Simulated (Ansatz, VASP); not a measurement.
## Two plane-wave programs on MgO

```
Mg O
1.0
     2.10760   -2.10760    0.00000
     2.10760    0.00000   -2.10760
     8.91833    8.28605    7.65377
Mg O
6 6
Direct
  0.00000 0.88554 0.38153
  0.33333 0.26974 0.21196
  0.66667 0.50134 0.55110
  0.00000 0.73293 0.89024
  0.33333 0.11713 0.72067
  0.66667 0.65395 0.04239
  0.66667 0.57764 0.29675
  0.00000 0.96185 0.12718
  0.33333 0.19344 0.46632
  0.66667 0.42503 0.80546
  0.00000 0.80923 0.63589
  0.33333 0.04083 0.97503
```

Alike in both runs: task single point; functional PBEsol; k mesh 9 × 9 × 2; occupations gaussian, width 0.05 eV; no spin polarisation.

|  | VASP | Ansatz |
| --- | --- | --- |
| version | VASP 6.6.1 | Ansatz 0.2.0 |
| potentials or method | VASP PAW PBE potentials, release 64 (Mg, O), cutoff 520 eV | scalar-relativistic, plane waves, PAW |
| valence electrons in the cell | 48 | 96 |

Ansatz gave:

| Item | Value |
| --- | --- |
| gap on the k mesh at the Fermi level (eV) | 4.12 |
| least direct gap on the mesh (eV) | 4.12 |
| pressure (GPa) | 16.6 |
| traceless stress, the component that is largest in VASP (GPa) | 22.51 |
| rms of the force components (eV/Å) | 5.208 |

Problem. What did VASP give for the same quantities?

Solution. gap on the k mesh at the Fermi level (eV): 4.09; least direct gap on the mesh (eV): 4.09; pressure (GPa): 17.3; traceless stress, the component that is largest in VASP (GPa): 24.37; rms of the force components (eV/Å): 5.612.

VASP's potentials were made for PBE, not for PBEsol, and Ansatz warns of the same on its side. Atom by atom the forces differ by 0.405 eV/Å (rms over components). VASP's potentials hold 48 valence electrons a cell and Ansatz's 96, so a difference there can come from the potentials and not from the codes.
